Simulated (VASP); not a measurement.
The system is CoW3.

```xyz
4
Lattice="3.9074 0.0000 0.0000 0.0000 3.9074 0.0000 0.0000 0.0000 3.9074" Properties=species:S:1:pos:R:3 pbc="T T T"
W     1.9537    1.9537    0.0000
W     1.9537    0.0000    1.9537
W     0.0000    1.9537    1.9537
Co    0.0000    0.0000    0.0000
```

Base run:

| Property | Result |
| --- | --- |
| Program | VASP 6.6.1 |
| Functional | PBEsol |
| Potentials or basis | VASP PAW PBE potentials, release 64 (W_sv, Co) |
| Cutoff | 600 eV |
| k mesh | 6 × 6 × 6 |
| Occupations | fermi-dirac, width 0.05 eV |
| Spin | collinear spin, ferromagnetic start |
| Starting moments | [0.0, 0.0, 0.0, 1.5] μB |
| Fixed moment | 1.5 μB |

Its results: pressure -8.4 GPa; site moments W +0.14; Co +1.00 μB.

Q: The run is repeated on the same cell with these changes: fixed moment from 1.5 μB to 2.5 μB; moments at the start from [0.0, 0.0, 0.0, 1.5] to [0.0, 0.0, 0.0, 2.5]. What comes out?

A: Pressure -6.4 GPa; site moments W +0.30; Co +1.37 μB.

Caveats: the cell stands under tension; the PAW data sets were made with another functional, which shifts forces and pressure a little; the total moment is fixed, so each spin has its own Fermi level and the state may be an excited one.
